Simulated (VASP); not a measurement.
Set up this calculation in VASP 6.6.1, as the native input.

- Task: single point
- Functional: PBEsol
- Potentials or basis: VASP PAW PBE potentials, release 64 (Sn_d, O)
- Cutoff: 520 eV
- k mesh: 8 × 8 × 8
- Occupations: fermi-dirac, width 0.02 eV
- Spin: no spin polarisation
- Dipole correction: no
- Further INCAR settings: ALGO = Normal; EDIFF = 1e-07; NBANDS = 20

The structure of SnO2 lies in POSCAR:

```
SnO2
1.0
    0.0000000000      2.5421660121      2.5421660121
    2.5421660121      0.0000000000      2.5421660121
    2.5421660121      2.5421660121      0.0000000000
Sn O
1 2
Direct
    0.0000000000      0.0000000000      0.0000000000
    0.7500000000      0.7500000000      0.7500000000
    0.2500000000      0.2500000000      0.2500000000
```

The input as run:

INCAR

```
PREC     = Accurate       # precision mode
ENCUT    = 520            # plane-wave cutoff, eV
EDIFF    = 1E-7           # SCF threshold, eV
ISMEAR   = -1             # smearing method
SIGMA    = 0.02           # smearing width, eV
LREAL    = F              # projectors in reciprocal space
LASPH    = T              # aspherical terms in the spheres
NELM     = 60             # most SCF steps
ALGO     = Normal         # electronic algorithm
ISIF     = 2              # what is computed and relaxed
LWAVE    = F              # write WAVECAR
LCHARG   = F              # write CHGCAR
GGA      = PS             # functional
NBANDS   = 20             # bands
```

KPOINTS

```
regular mesh
0
Gamma
  8 8 8
```

Potentials or basis: VASP PAW PBE potentials, release 64 (Sn_d, O).

Command:

```console
$ cat potpaw_PBE.64/Sn_d/POTCAR potpaw_PBE.64/O/POTCAR > POTCAR
$ mpirun -np 1 vasp_std > vasp.out
```

It gave:

The pressure is 0.6 GPa and the band gap on the k mesh is 0.10 eV, indirect (least direct gap 1.50 eV).

Caveat: the PAW data sets were made with another functional, which shifts forces and pressure a little; spin-orbit coupling is left out, which moves the levels of the heavy elements.

Wall time 14 s on 1 thread of Intel(R) Xeon(R) Platinum 8488C (Sapphire Rapids), on a shared host, peak memory 0.16 GiB.
